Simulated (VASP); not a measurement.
# Si62As (a cell with a defect) in VASP: single point with PBE

Aim: the single point of Si62As (a cell with a defect) with PBE.

All numbers are computed with VASP 6.6.1; they aren't measurements. Logs are shortened: lines on timing, memory, paths and dates and some standing lists are left out, and cuts for length are marked.

## 1. The cell of the first run

The cell holds a defect, 63 atoms: a = 10.860 Å, b = 10.860 Å, c = 10.860 Å, α = 90.00°, β = 90.00°, γ = 90.00°.

## 2. Single point, PBE, collinear spin

The input, INCAR:

```
PREC = Accurate
ENCUT = 520
EDIFF = 1E-7
ISMEAR = 0
SIGMA = 0.02
LREAL = Auto
LASPH = T
NELM = 150
ALGO = Normal
ISIF = 2
LWAVE = F
LCHARG = F
ISPIN = 2
MAGMOM = 0 0 0 0 0 0 0 0 0 0 0 0 0 0 0 0 0 0 0 0 0 0 0 0 0 0 0 0 0 0 0 0 0 0 0 0 0 0 0 0 0 0 0 0 0 0 0 0 0 0 0 0 0 0 0 0 0 0 0 0 0 0 1
LORBIT = 11
GGA = PE
NBANDS = 168
```

The input, KPOINTS:

```
Automatic mesh
0
Gamma
  1 1 1
```

The input, POSCAR:

```
Si62As
1.0
   10.8600000000      0.0000000000      0.0000000000
    0.0000000000     10.8600000000      0.0000000000
    0.0000000000      0.0000000000     10.8600000000
Si As
62 1
Direct
    0.5024138775      0.0050839277     -0.0001674634
    0.6261391896      0.1291599532      0.1271006885
    0.7509145649      0.2515764501      0.0006834042
    0.8726192427      0.3768734597      0.1283791711
    0.7502346218      0.0001086763      0.2492554826
    0.8745754479      0.1247567901      0.3748878228
    0.0016033586      0.0010187389      0.0004989733
    0.1266300767      0.1226670466      0.1284503619
    0.2504393971      0.2471487948      0.0020847441
    0.3753107061      0.3764806974      0.1247768481
    0.5006729744      0.5022538264      0.0005890072
    0.6273135853      0.6292989440      0.1225298265
    0.7548554023      0.7524466692     -0.0000849450
    0.8791789691      0.8762190943      0.1268525051
    0.2529689985     -0.0043108845      0.2529756469
    0.3752864496      0.1256741600      0.3755885990
    0.4994460075      0.2539437168      0.2526995308
    0.6106174128      0.3895520145      0.3795714071
    0.7456911445      0.5030951283      0.2531010891
    0.8758372102      0.6253260695      0.3756149139
    0.4998907206     -0.0014018551      0.4986289507
    0.6247081652      0.1254861155      0.6233340568
    0.7446417182      0.2549886150      0.4987406282
    0.8736894709      0.3750969351      0.6243437598
    0.7512411770      0.0011137715      0.7489875342
    0.8753762282      0.1254702325      0.8752598486
   -0.0029363789      0.5007628676      0.0020195593
    0.1264480127      0.6252443810      0.1249281464
    0.2521497789      0.7505825000      0.0005564795
    0.3792193415      0.8775242343      0.1221704693
   -0.0006760055      0.2495177513      0.2508499892
    0.1245833437      0.3744990848      0.3763528841
    0.2463969538      0.4963077553      0.2485065020
    0.6244634280      0.8744017345      0.3717307507
    0.0048681897     -0.0051307298      0.4986437531
    0.1250127880      0.1236570905      0.6245034042
    0.2499900272      0.2499002702      0.5011482234
    0.3716418364      0.3786851468      0.6257321317
    0.4730254671      0.5224060583      0.4993185967
    0.6195289263      0.6273807197      0.6229637204
    0.7484808942      0.7496388454      0.4986358323
    0.8755160375      0.8746619912      0.6230672263
    0.2497646664     -0.0033326412      0.7474909715
    0.3750571188      0.1248042989      0.8716037594
    0.4999170212      0.2514594121      0.7481416629
    0.6245187755      0.3754548921      0.8752962534
    0.7466535087      0.4996707726      0.7474074266
    0.8746077874      0.6250319067      0.8715162935
    0.0039156073      0.7496283069      0.2526676820
    0.1395633698      0.8606520230      0.3796855929
    0.0001152071      0.5000341495      0.5011849922
    0.1289142928      0.6216217685      0.6258300220
    0.2725556598      0.7233129424      0.4995331090
    0.3776437109      0.8696644701      0.6229032686
   -0.0005643095      0.2495432793      0.7501165289
    0.1220129171      0.3721430891      0.8806344257
    0.2467633521      0.4966264058      0.7566682876
    0.3753266149      0.6253116481      0.8750138014
    0.5029969792      0.7529787378      0.7544510604
    0.6285195051      0.8785928632      0.8776763012
    0.0013935047      0.7499661021      0.7480463656
    0.1254470725      0.8745081899      0.8751808526
    0.4883061803      0.7389157942      0.2576188820
```

Potentials or basis: VASP PAW PBE potentials, release 64 (Si, As).

Launch:

```sh
cat potpaw_PBE.64/Si/POTCAR potpaw_PBE.64/As/POTCAR > POTCAR
mpirun -np 1 vasp_gam > vasp.out
```

OUTCAR:

```text
PREC = Accurate
   ENCUT = 520
   EDIFF = 1E-7
   ISMEAR = 0
   LREAL = Auto
   LASPH = T
   NELM = 150
   ISIF = 2
   ISPIN = 2
   LORBIT = 11
   GGA = PE

 ion  position               nearest neighbor table
   1  0.502  0.005  1.000-  30 2.34  60 2.35   2 2.35  44 2.35
   2  0.626  0.129  0.127-   3 2.34   1 2.35   5 2.35  17 2.36
   3  0.751  0.252  0.001-   2 2.34   4 2.35  46 2.36  26 2.36
   4  0.873  0.377  0.128-  27 2.35   3 2.35  31 2.36  19 2.37
   5  0.750  0.000  0.249-  34 2.34   6 2.35  14 2.35   2 2.35
   6  0.875  0.125  0.375-  31 2.34   5 2.35  35 2.41  23 2.41
[... 24 lines left out ...]
  31  0.999  0.250  0.251-   6 2.34  32 2.36   4 2.36   8 2.36
  32  0.125  0.374  0.376-  33 2.33  37 2.35  51 2.35  31 2.36
  33  0.246  0.496  0.249-  32 2.33  28 2.34  10 2.34
  34  0.624  0.874  0.372-   5 2.34  21 2.36  41 2.36  63 2.43
  35  0.005  0.995  0.499-  42 2.35  36 2.35   6 2.41  50 2.44
  36  0.125  0.124  0.625-  37 2.35  43 2.35  35 2.35  55 2.36
  37  0.250  0.250  0.501-  36 2.35  32 2.35  16 2.35  38 2.35
  38  0.372  0.379  0.626-  57 2.35  37 2.35  39 2.35  45 2.37
  39  0.473  0.522  0.499-  38 2.35  40 2.37  18 2.45  53 3.08
[... 21 lines left out ...]
  61  0.001  0.750  0.748-  48 2.35  42 2.35  62 2.36  52 2.37
  62  0.125  0.875  0.875-  43 2.35   7 2.36  61 2.36  29 2.36
  63  0.488  0.739  0.258-  30 2.42  12 2.42  34 2.43

  LATTYP: Found a simple cubic cell.
 ALAT       =    10.8600000000

  Lattice vectors:

 A1 = (  10.8600000000,   0.0000000000,   0.0000000000)
 A2 = (   0.0000000000,  10.8600000000,   0.0000000000)
 A3 = (   0.0000000000,   0.0000000000,  10.8600000000)

Analysis of symmetry for initial positions (statically):
=====================================================================
 Subroutine PRICEL returns:
 Original cell was already a primitive cell.

 Routine SETGRP: Setting up the symmetry group for a
 simple cubic supercell.

 Subroutine GETGRP returns: Found  1 space group operations
 (whereof  1 operations were pure point group operations)
 out of a pool of 48 trial point group operations.

The static configuration has the point symmetry C_1 .

Analysis of symmetry for dynamics (positions and initial velocities):
=====================================================================
 Subroutine PRICEL returns:
 Original cell was already a primitive cell.

 Routine SETGRP: Setting up the symmetry group for a
 simple cubic supercell.

 Subroutine GETGRP returns: Found  1 space group operations
 (whereof  1 operations were pure point group operations)
 out of a pool of 48 trial point group operations.

The dynamic configuration has the point symmetry C_1 .

Analysis of structural, dynamic, and magnetic symmetry:
=====================================================================
 Subroutine PRICEL returns:
 Original cell was already a primitive cell.

 Routine SETGRP: Setting up the symmetry group for a
 simple cubic supercell.

 Subroutine GETGRP returns: Found  1 space group operations
 (whereof  1 operations were pure point group operations)
 out of a pool of 48 trial point group operations.

The overall configuration has the point symmetry C_1 .

 Subroutine INISYM returns: Found  1 space group operations
 (whereof  1 operations are pure point group operations),
 and found     1 'primitive' translations

----------------------------------------------------------------------------------------

                                     Primitive cell

  volume of cell :    1280.8241

  direct lattice vectors                    reciprocal lattice vectors
[... 174 lines left out ...]
   NGXF,Y,Z  is equivalent  to a cutoff of  25.72, 25.72, 25.72 a.u.
 SYSTEM =  unknown system
   PREC   = accura    normal or accurate (medium, high low for compatibility)
   ISTART =      0    job   : 0-new  1-cont  2-samecut
   ICHARG =      2    charge: 1-file 2-atom 10-const
   ISPIN  =      2    spin polarized calculation?
   LNONCOLLINEAR =      F non collinear calculations
   LSORBIT =      F    spin-orbit coupling
   LASPH  =      T    aspherical Exc in radial PAW
   ENCUT  =  520.0 eV  38.22 Ry    6.18 a.u.  20.19 20.19 20.19*2*pi/ulx,y,z
   NELM   =    150;   NELMIN=  2; NELMDL= -5     # of ELM steps
   EDIFF  = 0.1E-06   stopping-criterion for ELM
   LREAL  =      T    real-space projection
   EDIFFG = 0.1E-05   stopping-criterion for IOM
   NSW    =      0    number of steps for IOM
   IBRION =     -1    ionic relax: 0-MD 1-quasi-New 2-CG
   NFREE  =      0    steps in history (QN), initial steepest desc. (CG)
   ISIF   =      2    stress and relaxation
   ISYM   =      2    0-nonsym 1-usesym 2-fastsym
   POTIM  = 0.5000    time-step for ionic-motion
   TEBEG  =    0.0;   TEEND  =   0.0 temperature during run
   PSTRESS=    0.0 pullay stress
   NELECT =     253.0000    total number of electrons
   NUPDOWN=      -1.0000    fix difference up-down
   EMIN   =  10.00;   EMAX   =-10.00  energy-range for DOS
   EFERMI =   0.00;   METHOD = LEGACY
   ISMEAR =     0;   SIGMA  =   0.02  broadening in eV -4-tet -1-fermi 0-gaus
   EFERMI_NEDOS =   21; number of points for ismear=-14 and -15
   IALGO  =     38    algorithm
   IMIX   =      4    mixing-type and parameters
     AMIX     =   0.40;   BMIX     =  1.00
     AMIX_MAG =   1.60;   BMIX_MAG =  1.00
  volume/ion in A,a.u.               =      20.33       137.20
  Fermi-wavevector in a.u.,A,eV,Ry     =   0.953422  1.801706 12.367880  0.909014
  Thomas-Fermi vector in A             =   2.082076
   LORBIT       =     11    0 simple, 1 ext, 2 COOP (PROOUT), +10 PAW based schemes
   GGA     = PE    functional components
   LHFCALC =     F    Hartree Fock is set to
   AEXX    =    0.0000 exact exchange contribution
   IVDW    =     0    specifies the selected vdW correction
   LEPSILON=     F    determine dielectric tensor
   LRPA    =     F    only Hartree local field effects (RPA)
 spin polarized calculation
 Gauss-broadening in eV      SIGMA  =   0.02
  energy-cutoff  :      520.00
  volume of cell :     1280.82
 maximum number of plane-waves:     17229
 NGX is ok and might be reduce to    84
   NGX = 41   NGY = 41   NGZ = 41

 number of electron     252.9999995 magnetization       1.0000017

 Free energy of the ion-electron system (eV)
  ---------------------------------------------------
  ext. energy  EPLUGINS =         0.00000000
  ---------------------------------------------------
  free energy    TOTEN  =      -332.05573295 eV

  energy without entropy =     -332.05573295  energy(sigma->0) =     -332.05573295

 E-fermi :   6.2126     XC(G=0):  -9.3456

 val. band max:        6.0891984348   @ k =   0.0000   0.0000   0.0000
 cond. band min:       6.3275939248   @ k =   0.0000   0.0000   0.0000
 fundamental gap:      0.2383954901
 Fermi energy:         6.2125837354

 spin component 1

 k-point     1 :       0.0000    0.0000    0.0000
  band No.  band energies     occupation
      1      -6.3484      1.00000
      2      -5.7913      1.00000
      3      -5.1541      1.00000
      4      -5.1531      1.00000
      5      -5.1417      1.00000
      6      -5.1153      1.00000
[... 130 lines left out ...]
    137       6.8721      0.00000
    138       6.8969      0.00000
 Fermi energy:         6.2125837354

 spin component 2

 k-point     1 :       0.0000    0.0000    0.0000
  band No.  band energies     occupation
      1      -6.3371      1.00000
      2      -5.7814      1.00000
      3      -5.1429      1.00000
      4      -5.1359      1.00000
      5      -5.1282      1.00000
      6      -5.1091      1.00000
[... 130 lines left out ...]
    137       6.8809      0.00000
    138       6.9282      0.00000
 [bands above 138 left out]

------------------------ aborting loop because EDIFF is reached ----------------------------------------

  FORCE on cell =-STRESS in cart. coord.  units (eV):
  Direction    XX          YY          ZZ          XY          YZ          ZX
  --------------------------------------------------------------------------------------
  -------------------------------------------------------------------------------------
  Total       11.8373755     11.9195599     19.2809616      8.5204757     -2.5953148     -2.4673544
  in kB       14.8073224     14.9101265     24.1184724     10.6582266     -3.2464681     -3.0864030
  external PRESSURE =      17.9453071 kB  Pullay stress =       0.0000000 kB

 VOLUME and BASIS-vectors are now :
 -----------------------------------------------------------------------------
  energy-cutoff  :      520.00
  volume of cell :     1280.82
      direct lattice vectors                 reciprocal lattice vectors
    10.860000000  0.000000000  0.000000000     0.092081031  0.000000000  0.000000000
     0.000000000 10.860000000  0.000000000     0.000000000  0.092081031  0.000000000
     0.000000000  0.000000000 10.860000000     0.000000000  0.000000000  0.092081031

 POSITION                                       TOTAL-FORCE (eV/Angst)
 -----------------------------------------------------------------------------------
      5.45621      0.05521     10.85818         0.007732      0.005749     -0.009082
      6.79987      1.40268      1.38031        -0.000684     -0.001085     -0.000126
      8.15493      2.73212      0.00742        -0.003158     -0.008772     -0.002957
      9.47664      4.09285      1.39420        -0.004935     -0.002276     -0.002967
      8.14755      0.00118      2.70691        -0.005549      0.000100     -0.002387
      9.49789      1.35486      4.07128         0.001968     -0.000215     -0.012695
[... 55 lines left out ...]
      1.36236      9.49716      9.50446         0.004954      0.002104      0.008284
      5.30301      8.02463      2.79774         0.010030     -0.016291      0.009196
 -----------------------------------------------------------------------------------
    total drift:                               -0.010081     -0.011304      0.001588

  FREE ENERGIE OF THE ION-ELECTRON SYSTEM (eV)
  ---------------------------------------------------
  free  energy   TOTEN  =      -332.0557329461 eV

  energy  without entropy=     -332.0557329461  energy(sigma->0) =     -332.05573295

 total charge

# of ion       s       p       d       tot
------------------------------------------
    1        0.740   0.960   0.000   1.700
    2        0.738   0.958   0.000   1.696
    3        0.739   0.958   0.000   1.697
    4        0.738   0.954   0.000   1.693
    5        0.740   0.959   0.000   1.700
    6        0.746   0.929   0.000   1.675
[... 55 lines left out ...]
   62        0.738   0.958   0.000   1.696
   63        1.264   1.494   0.038   2.795
--------------------------------------------------
tot         47.263  60.166   0.038 107.467

 magnetization (x)

# of ion       s       p       d       tot
------------------------------------------
    1       -0.000  -0.000   0.000  -0.001
    2        0.000   0.000   0.000   0.000
    3       -0.000   0.000   0.000  -0.000
    4        0.000   0.000   0.000   0.001
    5        0.001   0.005   0.000   0.006
    6        0.001   0.003   0.000   0.005
[... 55 lines left out ...]
   62       -0.000   0.001   0.000   0.001
   63        0.002   0.005   0.000   0.008
--------------------------------------------------
tot          0.062   0.291   0.000   0.353
```

It took 27 min on 1 thread of Intel Xeon 8259CL, shared host; peak memory 1.4 GiB.

What came out:

```yaml
Free_energy: -332.0557 eV
Pressure: 1.8 GPa
Largest_force: 0.034 eV/Å
Net_moment: 1.00 μB per cell
Site_moments: Si -0.00, +0.00, +0.01, +0.16 (each value once); As +0.01 μB
Valence_electrons_inside_the_program's_atomic_spheres: Si 1.70, 1.69, 1.68, 1.67, 1.66, 1.61, 1.65 (each value once); As 2.79
```

Forces in eV/Å, atoms in the order of the input:
```
Si   0.008  0.006 -0.009
Si  -0.001 -0.001  0.000
Si  -0.003 -0.009 -0.003
Si  -0.005 -0.002 -0.003
Si  -0.006  0.000 -0.002
Si   0.002  0.000 -0.013
Si  -0.010 -0.006 -0.001
Si   0.002 -0.001  0.000
Si   0.005 -0.005 -0.008
Si  -0.001 -0.007 -0.001
Si  -0.006 -0.001  0.002
Si  -0.003 -0.006 -0.001
Si   0.007 -0.004 -0.010
Si   0.003 -0.005  0.006
Si   0.010  0.000  0.003
Si   0.006 -0.002  0.003
Si  -0.001  0.011 -0.002
Si   0.004 -0.015 -0.019
Si   0.003  0.006  0.002
Si  -0.005  0.006  0.005
Si  -0.004 -0.003 -0.001
Si   0.001  0.004 -0.009
Si   0.010 -0.006  0.003
Si  -0.003  0.004 -0.004
Si   0.001  0.001 -0.002
Si   0.003  0.003  0.000
Si  -0.004 -0.013 -0.007
Si  -0.001  0.011 -0.001
Si  -0.003 -0.005  0.000
Si  -0.022  0.004  0.002
Si   0.004  0.003  0.001
Si   0.001  0.002  0.003
Si   0.000 -0.001  0.009
Si   0.013  0.016  0.011
Si   0.001  0.004  0.006
Si   0.008 -0.003 -0.008
Si  -0.010  0.001  0.004
Si   0.000  0.004 -0.005
Si  -0.003  0.013  0.031
Si  -0.003  0.008 -0.006
Si  -0.002 -0.001  0.001
Si  -0.005  0.001 -0.002
Si   0.001  0.002 -0.007
Si  -0.008  0.001  0.008
Si   0.001  0.003 -0.004
Si   0.006  0.004  0.002
Si   0.000 -0.005  0.002
Si   0.001  0.016  0.009
Si   0.015 -0.006  0.000
Si  -0.017  0.011 -0.028
Si   0.001 -0.007 -0.005
Si  -0.003  0.006 -0.003
Si   0.001 -0.016  0.022
Si   0.003  0.006  0.007
Si  -0.007 -0.004 -0.001
Si  -0.001  0.001  0.003
Si   0.001  0.000 -0.005
Si   0.001  0.002  0.011
Si   0.003  0.002 -0.011
Si  -0.005 -0.006  0.010
Si   0.003 -0.006 -0.003
Si   0.005  0.002  0.008
As   0.010 -0.016  0.009
```

Levels at points of the mesh, in eV from the Fermi level:
Spin up:
```tsv
k point	band 123	band 124	band 125	band 126	band 127	band 128	band 129	band 130	band 131	band 132
(0.00, 0.00, 0.00)	-1.19	-0.87	-0.78	-0.40	-0.12	0.17	0.17	0.21	0.24	0.26
```
Spin down:
```tsv
k point	band 123	band 124	band 125	band 126	band 127	band 128	band 129	band 130
(0.00, 0.00, 0.00)	-1.16	-0.77	-0.75	-0.38	0.12	0.19	0.20	0.23
```

Caveat: the k points lie up to 0.58 Å⁻¹ apart.
